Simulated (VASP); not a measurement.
# CuAu (R-3m) in VASP: settings compared

CuAu is run at these levels: PBEsol, LDA; tasks: single point.

All numbers are computed with VASP 6.6.1; they aren't measurements. Logs are shortened: lines on timing, memory, paths and dates and some standing lists are left out, and cuts for length are marked.

**1. The cell of the first run**

Symmetry: R-3m, No. 166, trigonal system. Conventional cell: a = 2.886 Å, b = 2.886 Å, c = 12.769 Å, α = 90.00°, β = 90.00°, γ = 120.00°. Au (site symmetry -3m) has 6 Cu at 2.70 Å and 6 Au at 2.89 Å within 3.6 Å. Within 3.6 Å of Cu (site symmetry -3m) lie 6 Au at 2.70 Å and 6 Cu at 2.89 Å.

**2. Single point, PBEsol**

The input, INCAR:

```
PREC = Accurate
ENCUT = 520
EDIFF = 1E-6
ISMEAR = -1
SIGMA = 0.05
LREAL = False
LASPH = True
NELM = 80
ALGO = Normal
ISIF = 2
LWAVE = False
LCHARG = False
GGA = PS
NBANDS = 18
```

The input, KPOINTS:

```
regular mesh
0
Gamma
  11 11 11
```

The input, POSCAR:

```
CuAu
1.0
    1.4430568479      0.8331492596      4.2561707609
   -1.4430568479      0.8331492596      4.2561707609
    0.0000000000     -1.6662985192      4.2561707609
Au Cu
1 1
Direct
    0.0000000000      0.0000000000      0.0000000000
    0.5000000000      0.5000000000      0.5000000000
```

Potentials or basis: VASP PAW PBE potentials, release 64 (Au, Cu).

On the command line:

```console
$ cat potpaw_PBE.64/Au/POTCAR potpaw_PBE.64/Cu/POTCAR > POTCAR
$ mpirun -np 1 vasp_std > vasp.out
```

OUTCAR:

```text
PREC = Accurate
   ENCUT = 520
   EDIFF = 1E-6
   ISMEAR = -1
   LREAL = False
   LASPH = True
   NELM = 80
   ISIF = 2
   GGA = PS

 ion  position               nearest neighbor table
   1  0.000  0.000  0.000-   2 2.70   2 2.70   2 2.70   2 2.70   2 2.70   2 2.70
   2  0.500  0.500  0.500-   1 2.70   1 2.70   1 2.70   1 2.70   1 2.70   1 2.70

  LATTYP: Found a trigonal (rhomboedric) cell.
 ALAT       =     4.5707264522
 COS(alpha) =     0.8006453295

  Lattice vectors:

 A1 = (   1.4430568479,   0.8331492596,   4.2561707609)
 A2 = (  -1.4430568479,   0.8331492596,   4.2561707609)
 A3 = (   0.0000000000,  -1.6662985192,   4.2561707609)

Analysis of symmetry for initial positions (statically):
=====================================================================
 Subroutine PRICEL returns:
 Original cell was already a primitive cell.

 Routine SETGRP: Setting up the symmetry group for a
 trigonal (rhombohedral) supercell.

 Subroutine GETGRP returns: Found 12 space group operations
 (whereof 12 operations were pure point group operations)
 out of a pool of 12 trial point group operations.

The static configuration has the point symmetry D_3d.

Analysis of symmetry for dynamics (positions and initial velocities):
=====================================================================
 Subroutine PRICEL returns:
 Original cell was already a primitive cell.

 Routine SETGRP: Setting up the symmetry group for a
 trigonal (rhombohedral) supercell.

 Subroutine GETGRP returns: Found 12 space group operations
 (whereof 12 operations were pure point group operations)
 out of a pool of 12 trial point group operations.

The dynamic configuration has the point symmetry D_3d.

 Subroutine INISYM returns: Found 12 space group operations
 (whereof 12 operations are pure point group operations),
 and found     1 'primitive' translations

----------------------------------------------------------------------------------------

                                     Primitive cell

  volume of cell :      30.7027

  direct lattice vectors                    reciprocal lattice vectors
     1.443056848  0.833149260  4.256170761     0.346486696  0.200044187  0.078317660
    -1.443056848  0.833149260  4.256170761    -0.346486696  0.200044187  0.078317660
     0.000000000 -1.666298519  4.256170761     0.000000000 -0.400088375  0.078317660

  length of vectors
     4.570726452  4.570726452  4.570726452     0.407681694  0.407681694  0.407681694

  position of ions in fractional coordinates (direct lattice)
     0.000000000  0.000000000  0.000000000
     0.500000000  0.500000000  0.500000000

  ion indices of the primitive-cell ions
   primitive index   ion index
                 1           1
                 2           2

----------------------------------------------------------------------------------------

 KPOINTS: regular mesh

Automatic generation of k-mesh.
 Grid dimensions read from file:
 generate k-points for:   11   11   11

 Generating k-lattice:

  Cartesian coordinates                     Fractional coordinates (reciprocal lattice)
     0.031498791  0.018185835  0.007119787     0.090909091  0.000000000  0.000000000
    -0.031498791  0.018185835  0.007119787     0.000000000  0.090909091  0.000000000
     0.000000000 -0.036371670  0.007119787     0.000000000  0.000000000  0.090909091

  Length of vectors
     0.037061972  0.037061972  0.037061972

  Shift w.r.t. Gamma in fractional coordinates (k-lattice)
     0.000000000  0.000000000  0.000000000

 Subroutine IBZKPT returns following result:
 ===========================================

 Found    146 irreducible k-points:

 Following reciprocal coordinates:
            Coordinates               Weight
  0.000000  0.000000  0.000000      1.000000
  0.090909  0.000000  0.000000      6.000000
  0.181818 -0.000000  0.000000      6.000000
  0.272727 -0.000000  0.000000      6.000000
  0.363636  0.000000  0.000000      6.000000
  0.454545  0.000000  0.000000      6.000000
[... 16 lines left out ...]
 -0.272727  0.181818  0.000000     12.000000
 -0.181818  0.181818  0.000000      6.000000
 [... further k-points ...]
   k-points           NKPTS =    146   k-points in BZ     NKDIM =    146   number of bands    NBANDS=     18
   number of dos      NEDOS =    301   number of ions     NIONS =      2
   total plane-waves  NPLWV =  46656
   dimension x,y,z NGX =    36 NGY =   36 NGZ =   36
   dimension x,y,z NGXF=    72 NGYF=   72 NGZF=   72
   ions per type =               1   1
   NGX,Y,Z   is equivalent  to a cutoff of  13.09, 13.09, 13.09 a.u.
   NGXF,Y,Z  is equivalent  to a cutoff of  26.19, 26.19, 26.19 a.u.
 SYSTEM =  unknown system
   PREC   = accura    normal or accurate (medium, high low for compatibility)
   ISTART =      0    job   : 0-new  1-cont  2-samecut
   ICHARG =      2    charge: 1-file 2-atom 10-const
   ISPIN  =      1    spin polarized calculation?
   LNONCOLLINEAR =      F non collinear calculations
   LSORBIT =      F    spin-orbit coupling
   LASPH  =      T    aspherical Exc in radial PAW
   ENCUT  =  520.0 eV  38.22 Ry    6.18 a.u.   8.50  8.50  8.50*2*pi/ulx,y,z
   NELM   =     80;   NELMIN=  2; NELMDL= -5     # of ELM steps
   EDIFF  = 0.1E-05   stopping-criterion for ELM
   LREAL  =      F    real-space projection
   EDIFFG = 0.1E-04   stopping-criterion for IOM
   NSW    =      0    number of steps for IOM
   IBRION =     -1    ionic relax: 0-MD 1-quasi-New 2-CG
   NFREE  =      0    steps in history (QN), initial steepest desc. (CG)
   ISIF   =      2    stress and relaxation
   ISYM   =      2    0-nonsym 1-usesym 2-fastsym
   POTIM  = 0.5000    time-step for ionic-motion
   TEBEG  =    0.0;   TEEND  =   0.0 temperature during run
   PSTRESS=    0.0 pullay stress
   NELECT =      22.0000    total number of electrons
   NUPDOWN=      -1.0000    fix difference up-down
   EMIN   =  10.00;   EMAX   =-10.00  energy-range for DOS
   EFERMI =   0.00;   METHOD = LEGACY
   ISMEAR =    -1;   SIGMA  =   0.05  broadening in eV -4-tet -1-fermi 0-gaus
   EFERMI_NEDOS =   21; number of points for ismear=-14 and -15
   IALGO  =     38    algorithm
   IMIX   =      4    mixing-type and parameters
     AMIX     =   0.40;   BMIX     =  1.00
     AMIX_MAG =   1.60;   BMIX_MAG =  1.00
  volume/ion in A,a.u.               =      15.35       103.60
  Fermi-wavevector in a.u.,A,eV,Ry     =   1.464952  2.768359 29.199270  2.146086
  Thomas-Fermi vector in A             =   2.580867
   LORBIT       =      0    0 simple, 1 ext, 2 COOP (PROOUT), +10 PAW based schemes
   GGA     = PS    functional components
   LHFCALC =     F    Hartree Fock is set to
   AEXX    =    0.0000 exact exchange contribution
   IVDW    =     0    specifies the selected vdW correction
   LEPSILON=     F    determine dielectric tensor
   LRPA    =     F    only Hartree local field effects (RPA)
 non-spin polarized calculation
  energy-cutoff  :      520.00
  volume of cell :       30.70
 maximum number of plane-waves:       861
 NGX is ok and might be reduce to    36
   NGX = 17   NGY = 17   NGZ = 17

 number of electron      21.9999999 magnetization

 Free energy of the ion-electron system (eV)
  ---------------------------------------------------
  ext. energy  EPLUGINS =         0.00000000
  ---------------------------------------------------
  free energy    TOTEN  =        -8.15266897 eV

  energy without entropy =       -8.14467741  energy(sigma->0) =       -8.14867319

 E-fermi :   7.8531     XC(G=0): -12.5123

 val. band max:        7.8470381988   @ k =  -0.2727   0.2727   0.0909
 cond. band min:       7.8726423133   @ k =  -0.2727  -0.3636   0.1818
 fundamental gap:      0.0256041144
 Fermi energy:         7.8530511788

 k-point     1 :       0.0000    0.0000    0.0000
  band No.  band energies     occupation
      1      -1.6138      2.00000
      2       1.4361      2.00000
      3       3.1151      2.00000
      4       3.1151      2.00000
      5       4.1071      2.00000
      6       4.1071      2.00000
[... 10 lines left out ...]
     17      25.2397      0.00000
     18      27.8429      0.00000

 k-point     2 :       0.0909    0.0000    0.0000
  band No.  band energies     occupation
      1      -1.3601      2.00000
      2       1.5817      2.00000
      3       3.0182      2.00000
      4       3.2708      2.00000
      5       3.9077      2.00000
      6       4.1158      2.00000
[... 10 lines left out ...]
     17      24.7924      0.00000
     18      26.3291      0.00000

 k-point     3 :       0.1818   -0.0000    0.0000
  band No.  band energies     occupation
      1      -0.6397      2.00000
      2       1.9383      2.00000
      3       2.8470      2.00000
      4       3.4080      2.00000
      5       3.6957      2.00000
      6       4.1509      2.00000
[... 10 lines left out ...]
     17      23.7487      0.00000
     18      24.8516      0.00000

 k-point     4 :       0.2727   -0.0000    0.0000
  band No.  band energies     occupation
      1       0.3685      2.00000
      2       2.1010      2.00000
      3       2.8844      2.00000
      4       3.1112      2.00000
      5       4.0538      2.00000
      6       4.4489      2.00000
[... 375 lines left out ...]
      4       3.2804      2.00000
      5       3.7062      2.00000
      6       4.8234      2.00000
[... 10 lines left out ...]
     17      18.1013      0.00000
     18      23.6303      0.00000

 k-point    23 :      -0.2727    0.1818    0.0000
  band No.  band energies     occupation
      1       1.7510      2.00000
      2       2.3934      2.00000
      3       2.4696      2.00000
      4       3.1812      2.00000
      5       3.5160      2.00000
      6       4.8896      2.00000
[... 10 lines left out ...]
     17      18.6928      0.00000
     18      26.0947      0.00000

 k-point    24 :      -0.1818    0.1818    0.0000
  band No.  band energies     occupation
      1       0.9084      2.00000
      2       2.4290      2.00000
      3       2.6888      2.00000
      4       2.6936      2.00000
      5       3.7231      2.00000
      6       4.9585      2.00000
[... 10 lines left out ...]
     17      20.2687      0.00000
     18      27.1651      0.00000

 [... further k-points ...]

------------------------ aborting loop because EDIFF is reached ----------------------------------------

  FORCE on cell =-STRESS in cart. coord.  units (eV):
  Direction    XX          YY          ZZ          XY          YZ          ZX
  --------------------------------------------------------------------------------------
  -------------------------------------------------------------------------------------
  Total       -1.6367201     -1.6367201     -1.3152139     -0.0000000      0.0000000     -0.0000000
  in kB      -85.4099485    -85.4099485    -68.6325953     -0.0000000      0.0000000     -0.0000000
  external PRESSURE =     -79.8174974 kB  Pullay stress =       0.0000000 kB

 VOLUME and BASIS-vectors are now :
 -----------------------------------------------------------------------------
  energy-cutoff  :      520.00
  volume of cell :       30.70
      direct lattice vectors                 reciprocal lattice vectors
     1.443056848  0.833149260  4.256170761     0.346486696  0.200044187  0.078317660
    -1.443056848  0.833149260  4.256170761    -0.346486696  0.200044187  0.078317660
     0.000000000 -1.666298519  4.256170761     0.000000000 -0.400088375  0.078317660

 POSITION                                       TOTAL-FORCE (eV/Angst)
 -----------------------------------------------------------------------------------
      0.00000      0.00000      0.00000         0.000000     -0.000000     -0.000000
      0.00000      0.00000      6.38426         0.000000      0.000000      0.000000
 -----------------------------------------------------------------------------------
    total drift:                                0.000000     -0.000000      0.000000

  FREE ENERGIE OF THE ION-ELECTRON SYSTEM (eV)
  ---------------------------------------------------
  free  energy   TOTEN  =        -8.1526689710 eV

  energy  without entropy=       -8.1446774062  energy(sigma->0) =       -8.14867319
```

It took 52 s on 1 thread of Intel Xeon 6975P-C (Granite Rapids), shared host; peak memory 0.26 GiB.

What came out:

```
Free energy            : -8.1527 eV
Pressure               : -8.0 GPa
Band gap on the k mesh : zero (band 11 reaches 9.88 eV, above the bottom of band 12 at 5.73 eV)
```

Caveat: the PAW data sets were made with another functional, which shifts forces and pressure a little; spin-orbit coupling is left out, which moves the levels of the heavy elements.

**3. Single point, LDA (volume scaled by 0.94)**

The input, INCAR:

```
  PREC = Accurate
  ENCUT = 520
  EDIFF = 1E-7
  ISMEAR = -1
  SIGMA = 0.05
  LREAL = F
  LASPH = T
  NELM = 80
  ALGO = Normal
  ISIF = 2
  LWAVE = F
  LCHARG = F
  NBANDS = 18
```

The input, KPOINTS:

```
Automatic mesh
0
Gamma
  11 11 11
```

The input, POSCAR:

```
CuAu
1.0
    1.4135984423      0.8161414412      4.1692857537
   -1.4135984423      0.8161414412      4.1692857537
    0.0000000000     -1.6322828824      4.1692857537
Au Cu
1 1
Direct
    0.0000000000      0.0000000000      0.0000000000
    0.5000000000      0.5000000000      0.5000000000
```

Potentials or basis: VASP PAW LDA potentials, release 64 (Au, Cu).

On the command line:

```console
$ cat potpaw_LDA.64/Au/POTCAR potpaw_LDA.64/Cu/POTCAR > POTCAR
$ mpirun -np 1 vasp_std > vasp.out
```

It took 74 s on 1 thread of Intel Xeon 6975P-C (Granite Rapids), shared host; peak memory 0.22 GiB.

Results (log left out):

* Free energy: -9.0875 eV
* Pressure: -3.9 GPa
* Band gap on the k mesh: zero (band 11 reaches 10.79 eV, above the bottom of band 12 at 6.40 eV)

Stress tensor (GPa, compression positive):
```
-4.54  0.00  0.00
 0.00 -4.54  0.00
 0.00  0.00 -2.58
```

Levels at points of the mesh, in eV from the Fermi level:
| k point | band 7 | band 8 | band 9 | band 10 | band 11 | band 12 | band 13 | band 14 | band 15 | band 16 |
| --- | --- | --- | --- | --- | --- | --- | --- | --- | --- | --- |
| (0.00, 0.00, 0.00) | -2.96 | -2.38 | -2.38 | -1.68 | -1.68 | -0.30 | 4.92 | 14.53 | 16.36 | 16.36 |

Caveat: spin-orbit coupling is left out, which moves the levels of the heavy elements.

[end of part 1 of 2]
